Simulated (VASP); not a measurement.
# Sr2ZnMoF6 (Fm-3m) in VASP: single point with r2SCAN

Aim: the single point of Sr2ZnMoF6 with r2SCAN.

Program: VASP 6.6.1. These are calculated values, not measurements. Logs are shortened: lines on timing, memory, paths and dates and some standing lists are left out, and cuts for length are marked.

### 1 The cell of the first run

The structure is cubic, space group Fm-3m (No. 225). The conventional cell has a = 8.333 Å, b = 8.333 Å, c = 8.333 Å, α = 90.00°, β = 90.00°, γ = 90.00°. Mo (site symmetry m-3m) has 6 F at 2.08 Å within 2.8 Å. Within 2.8 Å of Zn (site symmetry m-3m) lie 6 F at 2.08 Å. Within 3.9 Å of Sr (site symmetry -43m) lie 12 F at 2.95 Å and 4 Mo at 3.61 Å and 4 Zn at 3.61 Å. Within 2.8 Å of F (site symmetry 4mm) lie 1 Mo at 2.08 Å and 1 Zn at 2.08 Å.

### 2 Single point, r2SCAN

Input file POSCAR:

```
Sr2ZnMoF6
1.0
    0.0000000000      4.1665688100      4.1665688100
    4.1665688100      0.0000000000      4.1665688100
    4.1665688100      4.1665688100      0.0000000000
Mo Zn Sr F
1 1 2 6
Direct
    0.0000000000      0.0000000000      0.0000000000
    0.5000000000      0.5000000000      0.5000000000
    0.2500000000      0.2500000000      0.2500000000
    0.7500000000      0.7500000000      0.7500000000
    0.7500000000      0.2500000000      0.2500000000
    0.2500000000      0.7500000000      0.2500000000
    0.2500000000      0.7500000000      0.7500000000
    0.7500000000      0.2500000000      0.7500000000
    0.2500000000      0.2500000000      0.7500000000
    0.7500000000      0.7500000000      0.2500000000
```

Input file INCAR.step1:

```
ALGO = Normal
EDIFF = 1E-4
ENCUT = 520
GGA = PE
ISMEAR = -1
LASPH = T
LCHARG = F
LREAL = F
LWAVE = T
NBANDS = 55
NELM = 100
PREC = Accurate
SIGMA = 0.1
```

Input file INCAR.step2:

```
ALGO = Normal
EDIFF = 1E-7
ENCUT = 520
ISIF = 2
ISMEAR = -1
ISTART = 1
LASPH = T
LCHARG = F
LMIXTAU = T
LREAL = F
LWAVE = F
METAGGA = R2SCAN
NBANDS = 55
NELM = 100
PREC = Accurate
SIGMA = 0.1
```

Input file KPOINTS:

```
k-points
0
Gamma
  7 7 7
```

Potentials or basis: VASP PAW PBE potentials, release 64 (Mo_sv, Zn, Sr_sv, F).

Run with:

```sh
$ cat potpaw_PBE.64/Mo_sv/POTCAR potpaw_PBE.64/Zn/POTCAR potpaw_PBE.64/Sr_sv/POTCAR potpaw_PBE.64/F/POTCAR > POTCAR
$ cp INCAR.step1 INCAR
$ mpirun -np 1 vasp_std > vasp.out
$ cp INCAR.step2 INCAR
$ mpirun -np 1 vasp_std > vasp.out
```

OUTCAR:

```text
EDIFF = 1E-7
   ENCUT = 520
   ISIF = 2
   ISMEAR = -1
   ISTART = 1
   LASPH = T
   LREAL = F
   METAGGA = R2SCAN
   NELM = 100
   PREC = Accurate

 ion  position               nearest neighbor table
   1  0.000  0.000  0.000-   5 2.08   6 2.08   7 2.08   8 2.08   9 2.08  10 2.08   4 3.61   4 3.61
                             4 3.61   3 3.61   3 3.61   3 3.61   4 3.61   3 3.61
   2  0.500  0.500  0.500-   5 2.08   6 2.08   7 2.08   8 2.08   9 2.08  10 2.08   3 3.61   3 3.61
                             3 3.61   4 3.61   4 3.61   4 3.61   4 3.61   3 3.61
   3  0.250  0.250  0.250-   5 2.95   6 2.95   9 2.95   7 2.95   8 2.95   9 2.95   6 2.95   7 2.95
                            10 2.95   5 2.95   8 2.95  10 2.95   1 3.61   1 3.61   2 3.61   1 3.61
   4  0.750  0.750  0.750-   7 2.95   8 2.95  10 2.95   5 2.95   6 2.95  10 2.95   5 2.95   8 2.95
                             9 2.95   6 2.95   7 2.95   9 2.95   2 3.61   2 3.61   1 3.61   2 3.61
   5  0.750  0.250  0.250-   1 2.08   2 2.08   3 2.95   4 2.95   4 2.95   3 2.95
   6  0.250  0.750  0.250-   1 2.08   2 2.08   3 2.95   4 2.95   3 2.95   4 2.95
   7  0.250  0.750  0.750-   1 2.08   2 2.08   4 2.95   3 2.95   3 2.95   4 2.95
   8  0.750  0.250  0.750-   1 2.08   2 2.08   4 2.95   3 2.95   4 2.95   3 2.95
   9  0.250  0.250  0.750-   1 2.08   2 2.08   3 2.95   3 2.95   4 2.95   4 2.95
  10  0.750  0.750  0.250-   1 2.08   2 2.08   4 2.95   4 2.95   3 2.95   3 2.95

  LATTYP: Found a face centered cubic cell.
 ALAT       =     8.3331376200

  Lattice vectors:

 A1 = (   0.0000000000,   4.1665688100,   4.1665688100)
 A2 = (   4.1665688100,   0.0000000000,   4.1665688100)
 A3 = (   4.1665688100,   4.1665688100,   0.0000000000)

Analysis of symmetry for initial positions (statically):
=====================================================================
 Subroutine PRICEL returns:
 Original cell was already a primitive cell.

 Routine SETGRP: Setting up the symmetry group for a
 face centered cubic supercell.

 Subroutine GETGRP returns: Found 48 space group operations
 (whereof 48 operations were pure point group operations)
 out of a pool of 48 trial point group operations.

The static configuration has the point symmetry O_h .

Analysis of symmetry for dynamics (positions and initial velocities):
=====================================================================
 Subroutine PRICEL returns:
 Original cell was already a primitive cell.

 Routine SETGRP: Setting up the symmetry group for a
 face centered cubic supercell.

 Subroutine GETGRP returns: Found 48 space group operations
 (whereof 48 operations were pure point group operations)
 out of a pool of 48 trial point group operations.

The dynamic configuration has the point symmetry O_h .

 Subroutine INISYM returns: Found 48 space group operations
 (whereof 48 operations are pure point group operations),
 and found     1 'primitive' translations

----------------------------------------------------------------------------------------

                                     Primitive cell

  volume of cell :     144.6657

  direct lattice vectors                    reciprocal lattice vectors
     0.000000000  4.166568810  4.166568810    -0.120002818  0.120002818  0.120002818
     4.166568810  0.000000000  4.166568810     0.120002818 -0.120002818  0.120002818
     4.166568810  4.166568810  0.000000000     0.120002818  0.120002818 -0.120002818

  length of vectors
     5.892418120  5.892418120  5.892418120     0.207850978  0.207850978  0.207850978

  position of ions in fractional coordinates (direct lattice)
     0.000000000  0.000000000  0.000000000
     0.500000000  0.500000000  0.500000000
     0.250000000  0.250000000  0.250000000
     0.750000000  0.750000000  0.750000000
     0.750000000  0.250000000  0.250000000
     0.250000000  0.750000000  0.250000000
     0.250000000  0.750000000  0.750000000
     0.750000000  0.250000000  0.750000000
     0.250000000  0.250000000  0.750000000
     0.750000000  0.750000000  0.250000000

  ion indices of the primitive-cell ions
   primitive index   ion index
                 1           1
                 2           2
                 3           3
                 4           4
                 5           5
                 6           6
                 7           7
                 8           8
                 9           9
                10          10

----------------------------------------------------------------------------------------

 KPOINTS: k-points

Automatic generation of k-mesh.
 Grid dimensions read from file:
 generate k-points for:    7    7    7

 Generating k-lattice:

  Cartesian coordinates                     Fractional coordinates (reciprocal lattice)
    -0.017143260  0.017143260  0.017143260     0.142857143  0.000000000  0.000000000
     0.017143260 -0.017143260  0.017143260     0.000000000  0.142857143  0.000000000
     0.017143260  0.017143260 -0.017143260     0.000000000  0.000000000  0.142857143

  Length of vectors
     0.029692997  0.029692997  0.029692997

  Shift w.r.t. Gamma in fractional coordinates (k-lattice)
     0.000000000  0.000000000  0.000000000

 Subroutine IBZKPT returns following result:
 ===========================================

 Found     20 irreducible k-points:

 Following reciprocal coordinates:
            Coordinates               Weight
  0.000000  0.000000  0.000000      1.000000
  0.142857  0.000000  0.000000      8.000000
  0.285714  0.000000  0.000000      8.000000
  0.428571  0.000000  0.000000      8.000000
  0.142857  0.142857  0.000000      6.000000
  0.285714  0.142857  0.000000     24.000000
[... 12 lines left out ...]
 -0.428571  0.428571  0.142857     24.000000
 -0.285714  0.428571  0.142857     24.000000
   k-points           NKPTS =     20   k-points in BZ     NKDIM =     20   number of bands    NBANDS=     55
   number of dos      NEDOS =    301   number of ions     NIONS =     10
   total plane-waves  NPLWV = 110592
   dimension x,y,z NGX =    48 NGY =   48 NGZ =   48
   dimension x,y,z NGXF=    96 NGYF=   96 NGZF=   96
   ions per type =               1   1   2   6
   NGX,Y,Z   is equivalent  to a cutoff of  13.54, 13.54, 13.54 a.u.
   NGXF,Y,Z  is equivalent  to a cutoff of  27.08, 27.08, 27.08 a.u.
 SYSTEM =  unknown system
   PREC   = accura    normal or accurate (medium, high low for compatibility)
   ISTART =      1    job   : 0-new  1-cont  2-samecut
   ICHARG =      0    charge: 1-file 2-atom 10-const
   ISPIN  =      1    spin polarized calculation?
   LNONCOLLINEAR =      F non collinear calculations
   LSORBIT =      F    spin-orbit coupling
   LASPH  =      T    aspherical Exc in radial PAW
   ENCUT  =  520.0 eV  38.22 Ry    6.18 a.u.  10.96 10.96 10.96*2*pi/ulx,y,z
   NELM   =    100;   NELMIN=  2; NELMDL=  0     # of ELM steps
   EDIFF  = 0.1E-06   stopping-criterion for ELM
   LREAL  =      F    real-space projection
   EDIFFG = 0.1E-05   stopping-criterion for IOM
   NSW    =      0    number of steps for IOM
   IBRION =     -1    ionic relax: 0-MD 1-quasi-New 2-CG
   NFREE  =      0    steps in history (QN), initial steepest desc. (CG)
   ISIF   =      2    stress and relaxation
   ISYM   =      2    0-nonsym 1-usesym 2-fastsym
   POTIM  = 0.5000    time-step for ionic-motion
   TEBEG  =    0.0;   TEEND  =   0.0 temperature during run
   PSTRESS=    0.0 pullay stress
   NELECT =      88.0000    total number of electrons
   NUPDOWN=      -1.0000    fix difference up-down
   EMIN   =  10.00;   EMAX   =-10.00  energy-range for DOS
   EFERMI =   0.00;   METHOD = LEGACY
   ISMEAR =    -1;   SIGMA  =   0.10  broadening in eV -4-tet -1-fermi 0-gaus
   EFERMI_NEDOS =   21; number of points for ismear=-14 and -15
   IALGO  =     38    algorithm
   IMIX   =      4    mixing-type and parameters
     AMIX     =   0.40;   BMIX     =  1.00
     AMIX_MAG =   1.60;   BMIX_MAG =  1.00
  volume/ion in A,a.u.               =      14.47        97.63
  Fermi-wavevector in a.u.,A,eV,Ry     =   1.387119  2.621275 26.178971  1.924100
  Thomas-Fermi vector in A             =   2.511371
   LORBIT       =      0    0 simple, 1 ext, 2 COOP (PROOUT), +10 PAW based schemes
   METAGGA = R2SCAN    functional components
   LHFCALC =     F    Hartree Fock is set to
   AEXX    =    0.0000 exact exchange contribution
   IVDW    =     0    specifies the selected vdW correction
   LEPSILON=     F    determine dielectric tensor
   LRPA    =     F    only Hartree local field effects (RPA)
 non-spin polarized calculation
  energy-cutoff  :      520.00
  volume of cell :      144.67
 maximum number of plane-waves:      3923
 NGX is ok and might be reduce to    48
   NGX = 21   NGY = 21   NGZ = 21

 number of electron      88.0000041 magnetization

 Free energy of the ion-electron system (eV)
  ---------------------------------------------------
  ext. energy  EPLUGINS =         0.00000000
  ---------------------------------------------------
  free energy    TOTEN  =      -105.61753634 eV

  energy without entropy =     -105.26296354  energy(sigma->0) =     -105.44024994

 E-fermi :   6.6007     XC(G=0): -10.7572

 val. band max:        6.6001300918   @ k =  -0.4286   0.4286   0.1429
 cond. band min:       6.7193696924   @ k =  -0.2857   0.4286   0.1429
 fundamental gap:      0.1192396006
 Fermi energy:         6.6006706636

 k-point     1 :       0.0000    0.0000    0.0000
  band No.  band energies     occupation
      1     -56.0237      2.00000
      2     -33.1957      2.00000
      3     -33.1726      2.00000
      4     -29.7274      2.00000
      5     -29.7274      2.00000
      6     -29.7274      2.00000
[... 47 lines left out ...]
     54       9.7877      0.00000
     55      10.2040      0.00000

 k-point     2 :       0.1429    0.0000    0.0000
  band No.  band energies     occupation
      1     -56.0237      2.00000
      2     -33.1945      2.00000
      3     -33.1736      2.00000
      4     -29.7275      2.00000
      5     -29.7274      2.00000
      6     -29.7274      2.00000
[... 47 lines left out ...]
     54       9.8052      0.00000
     55      10.1582      0.00000

 k-point     3 :       0.2857    0.0000    0.0000
  band No.  band energies     occupation
      1     -56.0237      2.00000
      2     -33.1911      2.00000
      3     -33.1765      2.00000
      4     -29.7278      2.00000
      5     -29.7274      2.00000
      6     -29.7273      2.00000
[... 920 lines left out ...]
 k-point    19 :      -0.4286    0.4286    0.1429
  band No.  band energies     occupation
      1     -56.0237      2.00000
      2     -33.1864      2.00000
      3     -33.1805      2.00000
      4     -29.7279      2.00000
      5     -29.7276      2.00000
      6     -29.7269      2.00000
[... 47 lines left out ...]
     54       9.6417      0.00000
     55      10.0244      0.00000

 k-point    20 :      -0.2857    0.4286    0.1429
  band No.  band energies     occupation
      1     -56.0237      2.00000
      2     -33.1839      2.00000
      3     -33.1829      2.00000
      4     -29.7280      2.00000
      5     -29.7274      2.00000
      6     -29.7271      2.00000
[... 47 lines left out ...]
     54       9.7724      0.00000
     55       9.7858      0.00000

------------------------ aborting loop because EDIFF is reached ----------------------------------------

  FORCE on cell =-STRESS in cart. coord.  units (eV):
  Direction    XX          YY          ZZ          XY          YZ          ZX
  --------------------------------------------------------------------------------------
  -------------------------------------------------------------------------------------
  Total        8.5051457      8.5051457      8.5051457      0.0000000     -0.0000000      0.0000000
  in kB       94.1947435     94.1947435     94.1947435      0.0000000     -0.0000000      0.0000000
  external PRESSURE =      94.1947435 kB  Pullay stress =       0.0000000 kB

 VOLUME and BASIS-vectors are now :
 -----------------------------------------------------------------------------
  energy-cutoff  :      520.00
  volume of cell :      144.67
      direct lattice vectors                 reciprocal lattice vectors
     0.000000000  4.166568810  4.166568810    -0.120002818  0.120002818  0.120002818
     4.166568810  0.000000000  4.166568810     0.120002818 -0.120002818  0.120002818
     4.166568810  4.166568810  0.000000000     0.120002818  0.120002818 -0.120002818

 POSITION                                       TOTAL-FORCE (eV/Angst)
 -----------------------------------------------------------------------------------
      0.00000      0.00000      0.00000        -0.000000      0.000000      0.000000
      4.16657      4.16657      4.16657        -0.000000      0.000000      0.000000
      2.08328      2.08328      2.08328        -0.000000      0.000000     -0.000000
      6.24985      6.24985      6.24985        -0.000000      0.000000      0.000000
      2.08328      4.16657      4.16657         1.252052      0.000000      0.000000
      4.16657      2.08328      4.16657        -0.000000      1.252052      0.000000
      6.24985      4.16657      4.16657        -1.252052      0.000000      0.000000
      4.16657      6.24985      4.16657        -0.000000     -1.252052      0.000000
      4.16657      4.16657      2.08328        -0.000000      0.000000      1.252052
      4.16657      4.16657      6.24985        -0.000000      0.000000     -1.252052
 -----------------------------------------------------------------------------------
    total drift:                                0.000000     -0.000000     -0.000000

  FREE ENERGIE OF THE ION-ELECTRON SYSTEM (eV)
  ---------------------------------------------------
  free  energy   TOTEN  =      -105.6175363417 eV

  energy  without entropy=     -105.2629635358  energy(sigma->0) =     -105.44024994
```

It took 26 min on 1 thread of Intel Xeon Platinum 8259CL at 2.50GHz (Skylake/Cascade Lake), shared host; peak memory 0.46 GiB.

What came out:

| Property | Result |
| --- | --- |
| Free energy | -105.6175 eV |
| Pressure | 9.4 GPa |
| Band gap on the k mesh | zero (band 44 reaches 6.56 eV, above the bottom of band 45 at 6.30 eV) |

Levels at points of the mesh, in eV from the Fermi level:
```tsv
k point	band 43	band 44	band 45	band 46	band 47	band 48
(0.00, 0.00, 0.00)	-0.30	-0.30	-0.30	0.22	0.22	1.02
```

Caveat: the PAW data sets were made with another functional, which shifts forces and pressure a little.
